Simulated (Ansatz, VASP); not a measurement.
**Two plane-wave programs on CoSi**

```
Co Si
1.0
     0.00000    2.23838    2.23838
     2.23838    0.00000    2.23838
     2.23838    2.23838    0.00000
Co Si
1 1
Direct
  0.00000 0.00000 0.00000
  0.50000 0.50000 0.50000
```

Change from the starting cell: volume scaled by 0.94, PAW files.

Alike in both runs: task single point; functional LDA; k mesh 14 × 14 × 14; occupations fermi-dirac, width 0.1 eV; no spin polarisation.

|  | VASP | Ansatz |
| --- | --- | --- |
| version | VASP 6.6.1 | Ansatz 0.2.0 |
| potentials or method | VASP PAW LDA potentials, release 64 (Co, Si) | PAW with Ansatz's default frozen-core files, scalar-relativistic |
| plane-wave cutoff (eV) | 520 | 420 |
| valence electrons in the cell | 13 | 21 |

```csv
,VASP,Ansatz,Ansatz less VASP
pressure (GPa),13.9,13.3,-0.62
```

LDA's correlation is that of Perdew and Zunger in VASP and of Perdew and Wang (1992) in Ansatz. VASP's potentials hold 13 valence electrons a cell and Ansatz's 21, so a difference there can come from the potentials and not from the codes.
